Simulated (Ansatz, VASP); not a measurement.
## GaP in VASP and in Ansatz

The input INCAR:

```
SYSTEM = GaP
PREC     = Accurate       ! precision mode
ENCUT    = 520            ! plane-wave cutoff, eV
EDIFF    = 1E-7           ! SCF threshold, eV
ISMEAR   = -1             ! smearing method
SIGMA    = 0.1            ! smearing width, eV
LREAL    = .False.        ! projectors in reciprocal space
LASPH    = .True.         ! aspherical terms in the spheres
NELM     = 80             ! most SCF steps
ALGO     = Normal         ! electronic algorithm
ISIF     = 2              ! what is computed and relaxed
LWAVE    = .False.        ! write WAVECAR
LCHARG   = .False.        ! write CHGCAR
GGA      = CA             ! functional
NBANDS   = 16             ! bands
```

File KPOINTS:

```
regular mesh
0
Gamma
  13 13 13
  0 0 0
```

File POSCAR:

```
GaP
1.0
    0.0000000000      2.5023255967      2.5023255967
    2.5023255967      0.0000000000      2.5023255967
    2.5023255967      2.5023255967      0.0000000000
Ga P
1 1
Direct
    0.0000000000      0.0000000000      0.0000000000
    0.2500000000      0.2500000000      0.2500000000
```

Input for Ansatz:

```yaml
crystal:
  lattice:
    - [0.0, 2.5023255967, 2.5023255967]
    - [2.5023255967, 0.0, 2.5023255967]
    - [2.5023255967, 2.5023255967, 0.0]
  atoms:
    - { symbol: Ga, position: [0.0, 0.0, 0.0] }
    - { symbol: P, position: [0.25, 0.25, 0.25] }
kpoints:
  mp_grid: { grid: [13, 13, 13] }
scf:
  occupations: { method: fermi_dirac, width: 0.1 }
hamiltonian:
  xc: lda
  pseudopotentials: { kind: paw }
output:
  forces: true
  stress: true
  eigenvalues: true
  populations: true
```

Change from the starting cell: volume scaled by 0.8, PAW files.

Alike in both runs: task single point; functional LDA; k mesh 13 × 13 × 13; occupations fermi-dirac, width 0.1 eV; no spin polarisation.

```csv
,VASP,Ansatz
version,VASP 6.6.1,Ansatz 0.2.0
potentials or method,"VASP PAW LDA potentials, release 64 (Ga_d, P)","PAW with Ansatz's default frozen-core files, scalar-relativistic"
plane-wave cutoff (eV),520,420
valence electrons in the cell,18,18
```

|  | VASP | Ansatz | Ansatz less VASP |
| --- | --- | --- | --- |
| pressure (GPa) | 32.9 | 32.7 | -0.19 |

LDA's correlation is that of Perdew and Zunger in VASP and of Perdew and Wang (1992) in Ansatz. Both programs put the cell under a high pressure, so it lies far from rest at this level.
